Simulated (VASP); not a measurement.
Write the native input for VASP 6.6.1 that does the following.

- Task: single point
- Functional: PBE
- Potentials or basis: VASP PAW PBE potentials, release 64 (Hf_pv, W_sv, S)
- Cutoff: 520 eV
- k mesh: 6 × 6 × 4
- Occupations: gaussian, width 0.1 eV
- Spin: no spin polarisation
- Dipole correction: no
- Further INCAR settings: ALGO = Normal; EDIFF = 1e-06; NBANDS = 31

The structure of Hf2WS2 lies in POSCAR:

```
Hf2WS2
1.0
    3.3035954958     -0.0000000023      0.0000000000
   -1.6517977459      2.8609976243      0.0000000000
    0.0000000000      0.0000000000     11.4829822337
Hf W S
2 1 2
Direct
    0.0000000000      0.0000000000      0.2706156544
    0.0000000000      0.0000000000      0.7293843456
    0.0000000000      0.0000000000      0.5000000000
    0.3333333333      0.6666666667      0.1362024557
    0.6666666667      0.3333333333      0.8637975443
```

The cell was generated, and may not be a known phase.

One way to write it, as run:

INCAR

```
  PREC = Accurate
  ENCUT = 520
  EDIFF = 1E-6
  ISMEAR = 0
  SIGMA = 0.1
  LREAL = False
  LASPH = True
  NELM = 100
  ALGO = Normal
  ISIF = 2
  LWAVE = False
  LCHARG = False
  GGA = PE
  NBANDS = 31
```

KPOINTS

```
regular mesh
0
Gamma
  6 6 4
```

Potentials or basis: VASP PAW PBE potentials, release 64 (Hf_pv, W_sv, S).

Launch:

```console
$ cat potpaw_PBE.64/Hf_pv/POTCAR potpaw_PBE.64/W_sv/POTCAR potpaw_PBE.64/S/POTCAR > POTCAR
$ mpirun -np 1 vasp_std > vasp.out
```

It gave:

| Item | Value |
| --- | --- |
| Pressure | -0.3 GPa |
| Largest force | 0.063 eV/Å |
| Band gap on the k mesh | zero (bands 23 and 24 overlap by 0.41 eV) |

Caveat: the k points lie up to 0.37 Å⁻¹ apart; spin-orbit coupling is left out, which moves the levels of the heavy elements; this functional lacks dispersion, which binds layers or chains, so the pressure and a relaxed spacing across them are unreliable.

Run time: 56 s on 1 thread of Intel(R) Xeon(R) 6975P-C (Granite Rapids), on a shared host, peak memory 0.29 GiB.
